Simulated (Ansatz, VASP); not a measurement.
## Two plane-wave programs on Al4Cl

```
Al Cl
1.0
    -3.11915    3.11915    3.11915
     3.11915   -3.11915    3.11915
     3.11915    3.11915   -3.11915
Al Cl
4 1
Cartesian
  1.5596 1.5596 1.5596
  1.5596 1.5596 -1.5596
  1.5596 -1.5596 1.5596
  -1.5596 1.5596 1.5596
  0.0000 0.0000 0.0000
```

Alike in both runs: functional PBE; k mesh 4 × 4 × 4; occupations gaussian, width 0.1 eV; no spin polarisation.

Ansatz relaxed the structure, and its values are those at the end. VASP's run is a single point on that final structure, the one shown.

|  | VASP | Ansatz |
| --- | --- | --- |
| version | VASP 6.6.1 | Ansatz 0.2.0 |
| potentials or method | VASP PAW PBE potentials, release 64 (Al, Cl), cutoff 520 eV | scalar-relativistic, plane waves, PAW |
| valence electrons in the cell | 19 | 19 |

|  | VASP | Ansatz | Ansatz less VASP |
| --- | --- | --- | --- |
| gap on the k mesh at the Fermi level (eV) | none | none | - |
| pressure (GPa) | 0.0 | 0.0 | -0.01 |

A gap of «none» marks a metal or a gap that the smearing closes.
